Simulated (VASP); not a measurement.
Wanted: the native input for a VASP 6.6.1 run.

```yaml
Task: single point
Functional: PBEsol
Potentials_or_basis: VASP PAW PBE potentials, release 64 (Bi_d)
Cutoff: 520 eV
k_mesh: 11 × 11 × 4
Occupations: fermi-dirac, width 0.1 eV
Spin: no spin polarisation
Dipole_correction: no
Further_INCAR_settings: ALGO = Normal; EDIFF = 1e-06; NBANDS = 30
```

The structure of Bi lies in POSCAR:

```
Bi
1.0
    0.0000000000      2.4696137026     -2.4696137026
   -2.4696137026      0.0000000000      2.4696137026
    4.9392274051      4.9392274051      4.9392274051
Bi
3
Direct
    0.0000000000      0.0000000000      0.0000000000
    0.3333333330      0.6666666670      0.3333333330
    0.6666666670      0.3333333330      0.6666666670
```

This isn't the form of Bi at room conditions, which is rhombohedral.

The input as run:

INCAR

```
PREC     = Accurate       # precision mode
ENCUT    = 520            # plane-wave cutoff, eV
EDIFF    = 1E-6           # SCF threshold, eV
ISMEAR   = -1             # smearing method
SIGMA    = 0.1            # smearing width, eV
LREAL    = False          # projectors in reciprocal space
LASPH    = True           # aspherical terms in the spheres
NELM     = 60             # most SCF steps
ALGO     = Normal         # electronic algorithm
ISIF     = 2              # what is computed and relaxed
LWAVE    = False          # write WAVECAR
LCHARG   = False          # write CHGCAR
GGA      = PS             # functional
NBANDS   = 30             # bands
```

KPOINTS

```
regular mesh
0
Gamma
  11 11 4
```

Potentials or basis: VASP PAW PBE potentials, release 64 (Bi_d).

Run with:

```bash
$ cat potpaw_PBE.64/Bi_d/POTCAR > POTCAR
$ mpirun -np 1 vasp_std > vasp.out
```

Results of the run:

The pressure is 0.0 GPa. The band gap on the k mesh is zero (an odd number of electrons rules out a gap without spin polarisation).

Caveat: the PAW data sets were made with another functional, which shifts forces and pressure a little; spin-orbit coupling is left out, which moves the levels of the heavy elements.

It took 39 s on 1 thread of Intel(R) Xeon(R) 6975P-C (Granite Rapids), with other jobs on the host, peak memory 0.27 GiB.
